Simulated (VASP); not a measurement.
BaTiO3:

```
Ba O Ti
1.0
     4.07203    0.00000    0.00000
     0.00000    4.07203    0.00000
     0.00000    0.00000    4.07203
Ba O Ti
1 3 1
Direct
  0.00000 0.00000 0.00000
  0.50000 0.50000 0.00000
  0.00000 0.50000 0.50000
  0.50000 0.00000 0.50000
  0.50000 0.50000 0.50000
```

* Program: VASP 6.6.1
* Task: relaxation of cell and atoms
* Functional: r2SCAN
* Potentials or basis: VASP PAW PBE potentials, release 64 (Ba_sv, O, Ti_sv)
* Cutoff: 600 eV
* k mesh: 5 × 5 × 5
* Occupations: methfessel-paxton, width 0.1 eV
* Spin: no spin polarisation

At the start: pressure -7.7 GPa; volume 13.50 Å³/atom.

Problem. How do energy, volume and symmetry change on relaxing?

Solution. Over 3 steps the energy falls by 16.0 meV/atom and the volume is 12.88 Å³/atom (-4.7 %); space group Pm-3m (No. 221, to 0.1 Å) before and after.

Step by step:
```
step  energy change (eV)  largest force (eV/Å)  pressure (GPa)  volume (Å³)
   1              0.0000                0.0000           -7.73        67.52
   2              0.0053                0.0000            9.52        61.35
   3             -0.0799                0.0000           -0.06        64.38
```

Final structure:
```yaml
crystal:
  lattice:
    - [4.00782, 0.00000, 0.00000]
    - [0.00000, 4.00782, 0.00000]
    - [0.00000, 0.00000, 4.00782]
  atoms:
    - { symbol: Ba, position: [0.00000, 0.00000, 0.00000] }
    - { symbol: O, position: [0.50000, 0.50000, 0.00000] }
    - { symbol: O, position: [0.00000, 0.50000, 0.50000] }
    - { symbol: O, position: [0.50000, 0.00000, 0.50000] }
    - { symbol: Ti, position: [0.50000, 0.50000, 0.50000] }
```

Caveat: the PAW data sets were made with another functional, which shifts forces and pressure a little.
